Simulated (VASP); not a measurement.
Write the native input for VASP 6.6.1 that does the following.

| Item | Value |
| --- | --- |
| Task | single point |
| Functional | PBEsol |
| Potentials or basis | VASP PAW PBE potentials, release 64 (Te) |
| Cutoff | 520 eV |
| k mesh | 6 × 6 × 2 |
| Occupations | gaussian, width 0.1 eV |
| Spin | no spin polarisation |
| Dipole correction | no |
| Further INCAR settings | ALGO = Normal; EDIFF = 1e-06; NBANDS = 20 |

The structure of Te lies in POSCAR:

```
Te
1.0
    5.1150608153      0.0000000000      0.0000000000
   -2.5575304077      4.4297726079      0.0000000000
    0.0000000000      0.0000000000      6.2445462345
Te
4
Direct
    0.0000000000      0.0000000000      0.2500000000
    0.0000000000      0.0000000000      0.7500000000
    0.3333333333      0.6666666667      0.7500000000
    0.6666666667      0.3333333333      0.2500000000
```

These files were run (other wordings do the same):

INCAR

```
SYSTEM = Te
PREC = Accurate
ENCUT = 520
EDIFF = 1E-6
ISMEAR = 0
SIGMA = 0.1
LREAL = .False.
LASPH = .True.
NELM = 100
ALGO = Normal
ISIF = 2
LWAVE = .False.
LCHARG = .True.
GGA = PS
LELF = .True.
LVHAR = .True.
NBANDS = 20
```

KPOINTS

```
regular mesh
0
Gamma
  6 6 2
  0 0 0
```

Potentials or basis: VASP PAW PBE potentials, release 64 (Te).

The run is started by

```sh
$ cat potpaw_PBE.64/Te/POTCAR > POTCAR
$ mpirun -np 1 vasp_std > vasp.out
```

It gave:

```
Pressure               : 0.0 GPa
Band gap on the k mesh : zero (band 12 reaches 6.53 eV, above the bottom of band 13 at 4.64 eV)
```

Caveat: the k points lie up to 0.50 Å⁻¹ apart; the PAW data sets were made with another functional, which shifts forces and pressure a little; spin-orbit coupling is left out, which moves the levels of the heavy elements.

It took 25 s on 1 thread of Intel(R) Xeon(R) 6975P-C (Granite Rapids), on a shared host, peak memory 0.24 GiB.
